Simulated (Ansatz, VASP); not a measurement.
# Two plane-wave programs on Ta

```
CELL_PARAMETERS angstrom
-1.63477 1.63477 1.65128
1.63477 -1.63477 1.65128
1.63477 1.63477 -1.65128
ATOMIC_POSITIONS crystal
Ta 0.00000 0.00000 0.00000
```

Change from the starting cell: x and y stretched by -1 %, z held, PAW files.

Alike in both runs: task electric field gradients; functional PBE; k mesh 15 × 15 × 15; occupations fermi-dirac, width 0.05 eV; no spin polarisation.

```csv
,VASP,Ansatz
version,VASP 6.6.1,Ansatz 0.2.0
potentials or method,"VASP PAW PBE potentials, release 64 (Ta_pv)","PAW with Ansatz's default frozen-core files, scalar-relativistic"
plane-wave cutoff (eV),400,420
valence electrons in the cell,11,13
```

```csv
,VASP,Ansatz,Ansatz less VASP
pressure (GPa),7.3,7.2,-0.12
"traceless stress, the component that is largest in VASP (GPa)",-0.87,-0.88,-0.002
size of Vzz on the site where it differs most (V/Å²),6.9,7.7,+0.77
```

The functional is the same, so the differences come from potentials, cutoffs and numerics. VASP's potentials hold 11 valence electrons a cell and Ansatz's 13, so a difference there can come from the potentials and not from the codes.

Neither program's run includes spin-orbit coupling.
